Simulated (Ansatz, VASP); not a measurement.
## One calculation of AlCo, two programs

The input INCAR:

```
ALGO = Fast
EDIFF = 1E-6
ENCUT = 520
GGA = PE
ISIF = 2
ISMEAR = 0
LASPH = T
LCHARG = T
LELF = T
LREAL = F
LVHAR = T
LWAVE = F
NBANDS = 13
NELM = 80
PREC = Accurate
SIGMA = 0.1
```

File KPOINTS:

```
k-points
0
Gamma
  14 14 14
```

Contents of POSCAR:

```
AlCo
1.0
    2.9078362588      0.0000000000      0.0000000000
    0.0000000000      2.9078362588      0.0000000000
    0.0000000000      0.0000000000      2.9078362588
Al Co
1 1
Direct
    0.0000000000      0.0000000000      0.0000000000
    0.5000000000      0.5000000000      0.5000000000
```

Input for Ansatz:

```yaml
crystal:
  lattice:
    - [2.9078362588, 0.0, 0.0]
    - [0.0, 2.9078362588, 0.0]
    - [0.0, 0.0, 2.9078362588]
  atoms:
    - { symbol: Al, position: [0.0, 0.0, 0.0] }
    - { symbol: Co, position: [0.5, 0.5, 0.5] }
basis:
  ecutwfc: 420
kpoints:
  mp_grid: { grid: [14, 14, 14] }
hamiltonian:
  xc: pbe
scf:
  occupations: { method: gaussian, width: 0.1 }
output:
  forces: true
  stress: true
  eigenvalues: true
```

Alike in both runs: task single point; functional PBE; k mesh 14 × 14 × 14; occupations gaussian, width 0.1 eV; no spin polarisation.

|  | VASP | Ansatz |
| --- | --- | --- |
| version | VASP 6.6.1 | Ansatz 0.2.0 |
| potentials or method | VASP PAW PBE potentials, release 64 (Al, Co), cutoff 520 eV | scalar-relativistic, plane waves, PAW |
| valence electrons in the cell | 12 | 20 |

```tsv
	VASP	Ansatz	Ansatz less VASP
gap on the k mesh at the Fermi level (eV)	none	none	-
pressure (GPa)	-9.5	-9.2	+0.23
```

A gap of «none» marks a metal or a gap that the smearing closes. The functional is the same, so the differences come from potentials, cutoffs and numerics. VASP's potentials hold 12 valence electrons a cell and Ansatz's 20, so a difference there can come from the potentials and not from the codes.
